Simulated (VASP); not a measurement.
**HfC: single point with PBEsol**

HfC:

```xyz
2
Lattice="0.0000 2.2917 2.2917 2.2917 0.0000 2.2917 2.2917 2.2917 0.0000" Properties=species:S:1:pos:R:3 pbc="T T T"
Hf    2.2917    2.2917    2.2917
C     0.0000    0.0000    0.0000
```

```
Program                : VASP 6.6.1
Task                   : single point
Functional             : PBEsol
Potentials or basis    : VASP PAW PBE potentials, release 64 (Hf_pv, C)
Cutoff                 : 520 eV
k mesh                 : 18 × 18 × 18
Occupations            : fermi-dirac, width 0.1 eV
Spin                   : no spin polarisation
Dipole correction      : no
Further INCAR settings : ALGO = Normal; EDIFF = 1e-06; NBANDS = 14
```

| Quantity | Value |
| --- | --- |
| Pressure | 3.7 GPa |
| Band gap on the k mesh | zero (band 7 reaches 7.19 eV, above the bottom of band 8 at 5.73 eV) |

Levels at points of the mesh, in eV from the Fermi level:
```csv
k point,band 3,band 4,band 5,band 6,band 7,band 8,band 9,band 10,band 11,band 12
"(0.00, 0.00, 0.00)",-29.28,-12.50,1.05,1.05,1.05,1.36,1.36,1.36,3.50,3.50
"(0.50, 0.00, 0.00)",-29.37,-8.44,-6.37,-3.14,-3.14,5.55,5.55,6.05,6.74,12.00
"(0.50, 0.50, 0.00)",-29.56,-10.56,-2.53,-1.98,-0.03,-0.03,5.56,7.08,7.08,8.91
```

It took 26 s on 1 thread of Intel(R) Xeon(R) Platinum 8559C (Emerald Rapids), on a shared host, peak memory 0.19 GiB.

Caveat: the PAW data sets were made with another functional, which shifts forces and pressure a little; spin-orbit coupling is left out, which moves the levels of the heavy elements.
